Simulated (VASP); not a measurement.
# La3GePd3 (Pm-3m) in VASP: single point with PBE+D4

Aim: the single point of La3GePd3 with PBE+D4.

Everything below comes from runs of VASP 6.6.1. Logs are shortened: lines on timing, memory, paths and dates and some standing lists are left out, and cuts for length are marked.

## 1. The cell of the first run

Symmetry: Pm-3m, No. 221, cubic system. The conventional cell has a = 5.601 Å, b = 5.601 Å, c = 5.601 Å, α = 90.00°, β = 90.00°, γ = 90.00°. La (site symmetry 4/mmm) has 4 Pd at 2.80 Å and 2 Ge at 2.80 Å within 3.7 Å. Within 3.7 Å of Pd (site symmetry 4/mmm) lie 4 La at 2.80 Å. Ge (site symmetry m-3m) has 6 La at 2.80 Å within 3.7 Å.

## 2. Single point, PBE+D4

INCAR

```
SYSTEM = La3GePd3
  PREC = Accurate
  ENCUT = 630
  EDIFF = 1E-6
  ISMEAR = 0
  SIGMA = 0.0294
  LREAL = .FALSE.
  LASPH = .TRUE.
  NELM = 200
  ALGO = Normal
  ISIF = 2
  LWAVE = .FALSE.
  LCHARG = .FALSE.
  GGA = PE
  IVDW = 13
  NBANDS = 60
  GGA_COMPAT = .FALSE.
  LMAXMIX = 6
```

KPOINTS

```
Automatic mesh
0
G
  3 3 3
  0 0 0
```

POSCAR

```
La3GePd3
1.0
    5.6013830000      0.0000000000      0.0000000000
    0.0000000000      5.6013830000      0.0000000000
    0.0000000000      0.0000000000      5.6013830000
La Pd Ge
3 3 1
Direct
    0.5000000000      0.5000000000      0.0000000000
    0.0000000000      0.5000000000      0.5000000000
    0.5000000000      0.0000000000      0.5000000000
    0.5000000000      0.0000000000      0.0000000000
    0.0000000000      0.5000000000      0.0000000000
    0.0000000000      0.0000000000      0.5000000000
    0.5000000000      0.5000000000      0.5000000000
```

Potentials or basis: VASP PAW PBE potentials, release 64 (La, Pd_sv_GW, Ge_d).

Started as:

```console
cat potpaw_PBE.64/La/POTCAR potpaw_PBE.64/Pd_sv_GW/POTCAR potpaw_PBE.64/Ge_d/POTCAR > POTCAR
mpirun -np 1 vasp_std > vasp.out
```

OUTCAR:

```text
SYSTEM = La3GePd3
   PREC = Accurate
   ENCUT = 630
   EDIFF = 1E-6
   ISMEAR = 0
   LREAL = .FALSE.
   LASPH = .TRUE.
   NELM = 200
   ISIF = 2
   GGA = PE
   IVDW = 13

 ion  position               nearest neighbor table
   1  0.500  0.500  0.000-   4 2.80   5 2.80   7 2.80   7 2.80   4 2.80   5 2.80
   2  0.000  0.500  0.500-   5 2.80   6 2.80   7 2.80   5 2.80   6 2.80   7 2.80
   3  0.500  0.000  0.500-   4 2.80   6 2.80   7 2.80   4 2.80   7 2.80   6 2.80
   4  0.500  0.000  0.000-   1 2.80   3 2.80   3 2.80   1 2.80
   5  0.000  0.500  0.000-   1 2.80   2 2.80   2 2.80   1 2.80
   6  0.000  0.000  0.500-   2 2.80   3 2.80   2 2.80   3 2.80
   7  0.500  0.500  0.500-   1 2.80   2 2.80   3 2.80   1 2.80   3 2.80   2 2.80

  LATTYP: Found a simple cubic cell.
 ALAT       =     5.6013830000

  Lattice vectors:

 A1 = (   5.6013830000,   0.0000000000,   0.0000000000)
 A2 = (   0.0000000000,   5.6013830000,   0.0000000000)
 A3 = (   0.0000000000,   0.0000000000,   5.6013830000)

Analysis of symmetry for initial positions (statically):
=====================================================================
 Subroutine PRICEL returns:
 Original cell was already a primitive cell.

 Routine SETGRP: Setting up the symmetry group for a
 simple cubic supercell.

 Subroutine GETGRP returns: Found 48 space group operations
 (whereof 48 operations were pure point group operations)
 out of a pool of 48 trial point group operations.

The static configuration has the point symmetry O_h .

Analysis of symmetry for dynamics (positions and initial velocities):
=====================================================================
 Subroutine PRICEL returns:
 Original cell was already a primitive cell.

 Routine SETGRP: Setting up the symmetry group for a
 simple cubic supercell.

 Subroutine GETGRP returns: Found 48 space group operations
 (whereof 48 operations were pure point group operations)
 out of a pool of 48 trial point group operations.

The dynamic configuration has the point symmetry O_h .

 Subroutine INISYM returns: Found 48 space group operations
 (whereof 48 operations are pure point group operations),
 and found     1 'primitive' translations

----------------------------------------------------------------------------------------

                                     Primitive cell

  volume of cell :     175.7461

  direct lattice vectors                    reciprocal lattice vectors
     5.601383000  0.000000000  0.000000000     0.178527339  0.000000000  0.000000000
     0.000000000  5.601383000  0.000000000     0.000000000  0.178527339  0.000000000
     0.000000000  0.000000000  5.601383000     0.000000000  0.000000000  0.178527339

  length of vectors
     5.601383000  5.601383000  5.601383000     0.178527339  0.178527339  0.178527339

  position of ions in fractional coordinates (direct lattice)
     0.500000000  0.500000000  0.000000000
     0.000000000  0.500000000  0.500000000
     0.500000000  0.000000000  0.500000000
     0.500000000  0.000000000  0.000000000
     0.000000000  0.500000000  0.000000000
     0.000000000  0.000000000  0.500000000
     0.500000000  0.500000000  0.500000000

  ion indices of the primitive-cell ions
   primitive index   ion index
                 1           1
                 2           2
                 3           3
                 4           4
                 5           5
                 6           6
                 7           7

----------------------------------------------------------------------------------------

 KPOINTS: Automatic mesh

Automatic generation of k-mesh.
 Grid dimensions read from file:
 generate k-points for:    3    3    3

 Generating k-lattice:

  Cartesian coordinates                     Fractional coordinates (reciprocal lattice)
     0.059509113  0.000000000  0.000000000     0.333333333  0.000000000  0.000000000
     0.000000000  0.059509113  0.000000000     0.000000000  0.333333333  0.000000000
     0.000000000  0.000000000  0.059509113     0.000000000  0.000000000  0.333333333

  Length of vectors
     0.059509113  0.059509113  0.059509113

  Shift w.r.t. Gamma in fractional coordinates (k-lattice)
     0.000000000  0.000000000  0.000000000

 Subroutine IBZKPT returns following result:
 ===========================================

 Found      4 irreducible k-points:

 Following reciprocal coordinates:
            Coordinates               Weight
  0.000000  0.000000  0.000000      1.000000
  0.333333  0.000000  0.000000      6.000000
  0.333333  0.333333  0.000000     12.000000
  0.333333  0.333333  0.333333      8.000000
   k-points           NKPTS =      4   k-points in BZ     NKDIM =      4   number of bands    NBANDS=     60
   number of dos      NEDOS =    301   number of ions     NIONS =      7
   total plane-waves  NPLWV = 110592
   dimension x,y,z NGX =    48 NGY =   48 NGZ =   48
   dimension x,y,z NGXF=    96 NGYF=   96 NGZF=   96
   ions per type =               3   3   1
   NGX,Y,Z   is equivalent  to a cutoff of  14.25, 14.25, 14.25 a.u.
   NGXF,Y,Z  is equivalent  to a cutoff of  28.49, 28.49, 28.49 a.u.
 SYSTEM =  La3GePd3
   PREC   = accura    normal or accurate (medium, high low for compatibility)
   ISTART =      0    job   : 0-new  1-cont  2-samecut
   ICHARG =      2    charge: 1-file 2-atom 10-const
   ISPIN  =      1    spin polarized calculation?
   LNONCOLLINEAR =      F non collinear calculations
   LSORBIT =      F    spin-orbit coupling
   LASPH  =      T    aspherical Exc in radial PAW
   ENCUT  =  630.0 eV  46.30 Ry    6.80 a.u.  11.46 11.46 11.46*2*pi/ulx,y,z
   NELM   =    200;   NELMIN=  2; NELMDL= -5     # of ELM steps
   EDIFF  = 0.1E-05   stopping-criterion for ELM
   LREAL  =      F    real-space projection
[... 7 lines left out ...]
   TEBEG  =    0.0;   TEEND  =   0.0 temperature during run
   PSTRESS=    0.0 pullay stress
   NELECT =     101.0000    total number of electrons
   NUPDOWN=      -1.0000    fix difference up-down
   EMIN   =  10.00;   EMAX   =-10.00  energy-range for DOS
   EFERMI =   0.00;   METHOD = LEGACY
   ISMEAR =     0;   SIGMA  =   0.03  broadening in eV -4-tet -1-fermi 0-gaus
   EFERMI_NEDOS =   21; number of points for ismear=-14 and -15
   IALGO  =     38    algorithm
   IMIX   =      4    mixing-type and parameters
     AMIX     =   0.40;   BMIX     =  1.00
     AMIX_MAG =   1.60;   BMIX_MAG =  1.00
  volume/ion in A,a.u.               =      25.11       169.43
  Fermi-wavevector in a.u.,A,eV,Ry     =   1.361090  2.572086 25.205672  1.852565
  Thomas-Fermi vector in A             =   2.487696
   LORBIT       =      0    0 simple, 1 ext, 2 COOP (PROOUT), +10 PAW based schemes
   GGA     = PE    functional components
   LHFCALC =     F    Hartree Fock is set to
   AEXX    =    0.0000 exact exchange contribution
   IVDW    =    13    specifies the selected vdW correction
   LEPSILON=     F    determine dielectric tensor
   LRPA    =     F    only Hartree local field effects (RPA)
 non-spin polarized calculation
 Gauss-broadening in eV      SIGMA  =   0.03
  energy-cutoff  :      630.00
  volume of cell :      175.75
 maximum number of plane-waves:      6355
 NGX is ok and might be reduce to    48
   NGX = 23   NGY = 23   NGZ = 23

 number of electron     100.9999986 magnetization

 Free energy of the ion-electron system (eV)
  ---------------------------------------------------
  ext. energy  EPLUGINS =         0.00000000
  ---------------------------------------------------
  free energy    TOTEN  =       -30.39971521 eV

  energy without entropy =      -30.39455043  energy(sigma->0) =      -30.39713282

 E-fermi :   7.2434     XC(G=0): -10.4953

 val. band max:        7.2180676450   @ k =   0.3333   0.3333   0.3333
 cond. band min:       7.2773440025   @ k =   0.3333   0.0000   0.0000
 fundamental gap:      0.0592763575
 Fermi energy:         7.2434122714

 k-point     1 :       0.0000    0.0000    0.0000
  band No.  band energies     occupation
      1     -77.0738      2.00000
      2     -77.0736      2.00000
      3     -77.0736      2.00000
      4     -42.9760      2.00000
      5     -42.9760      2.00000
      6     -42.9760      2.00000
[... 52 lines left out ...]
     59       9.8738      0.00000
     60       9.8755      0.00000

 k-point     2 :       0.3333    0.0000    0.0000
  band No.  band energies     occupation
      1     -77.0737      2.00000
      2     -77.0736      2.00000
      3     -77.0736      2.00000
      4     -42.9761      2.00000
      5     -42.9759      2.00000
      6     -42.9759      2.00000
[... 52 lines left out ...]
     59       9.8567      0.00000
     60       9.8977      0.00000

 k-point     3 :       0.3333    0.3333    0.0000
  band No.  band energies     occupation
      1     -77.0737      2.00000
      2     -77.0736      2.00000
      3     -77.0736      2.00000
      4     -42.9776      2.00000
      5     -42.9759      2.00000
      6     -42.9759      2.00000
[... 52 lines left out ...]
     59       9.5229      0.00000
     60       9.7796      0.00000

 k-point     4 :       0.3333    0.3333    0.3333
  band No.  band energies     occupation
      1     -77.0737      2.00000
      2     -77.0736      2.00000
      3     -77.0736      2.00000
      4     -42.9776      2.00000
      5     -42.9775      2.00000
      6     -42.9775      2.00000
[... 52 lines left out ...]
     59       9.7654      0.00000
     60       9.7916      0.00000

------------------------ aborting loop because EDIFF is reached ----------------------------------------

  DFT-D4 for vdW energy calculation

  Edisp (eV):   -2.77998

  FORCE on cell =-STRESS in cart. coord.  units (eV):
  Direction    XX          YY          ZZ          XY          YZ          ZX
  --------------------------------------------------------------------------------------
  -------------------------------------------------------------------------------------
  Total      11.21167    11.21167    11.21167     0.00000     0.00000     0.00000
  in kB     102.21039   102.21039   102.21039     0.00000     0.00000     0.00000
  external pressure =      102.21 kB  Pullay stress =        0.00 kB

 VOLUME and BASIS-vectors are now :
 -----------------------------------------------------------------------------
  energy-cutoff  :      630.00
  volume of cell :      175.75
      direct lattice vectors                 reciprocal lattice vectors
     5.601383000  0.000000000  0.000000000     0.178527339  0.000000000  0.000000000
     0.000000000  5.601383000  0.000000000     0.000000000  0.178527339  0.000000000
     0.000000000  0.000000000  5.601383000     0.000000000  0.000000000  0.178527339

 POSITION                                       TOTAL-FORCE (eV/Angst)
 -----------------------------------------------------------------------------------
      2.80069      2.80069      0.00000         0.000000      0.000000      0.000000
      0.00000      2.80069      2.80069         0.000000      0.000000      0.000000
      2.80069      0.00000      2.80069         0.000000      0.000000      0.000000
      2.80069      0.00000      0.00000         0.000000      0.000000      0.000000
      0.00000      2.80069      0.00000         0.000000      0.000000      0.000000
      0.00000      0.00000      2.80069         0.000000      0.000000      0.000000
      2.80069      2.80069      2.80069         0.000000      0.000000      0.000000
 -----------------------------------------------------------------------------------
    total drift:                                0.000000      0.000000      0.000000

  FREE ENERGIE OF THE ION-ELECTRON SYSTEM (eV)
  ---------------------------------------------------
  free  energy   TOTEN  =       -33.1796990777 eV

  energy  without entropy=      -33.1745342950  energy(sigma->0) =      -33.17711669
```

Wall time 2.5 min (1 thread of AMD EPYC 9R45 (Zen 5), shared host); peak memory 0.33 GiB.

Results:

```yaml
Free_energy: -33.1797 eV
Pressure: 10.2 GPa
Band_gap_on_the_k_mesh: zero (an odd number of electrons rules out a gap without spin polarisation)
Dispersion_energy_per_atom: -0.397 eV
```

Caveat: the k points lie up to 0.37 Å⁻¹ apart, too coarse for converged energies and pressures of a metal; spin-orbit coupling is left out, which moves the levels of the heavy elements.

The gap in the log of VASP goes by the Fermi energy; the results here count the filled bands.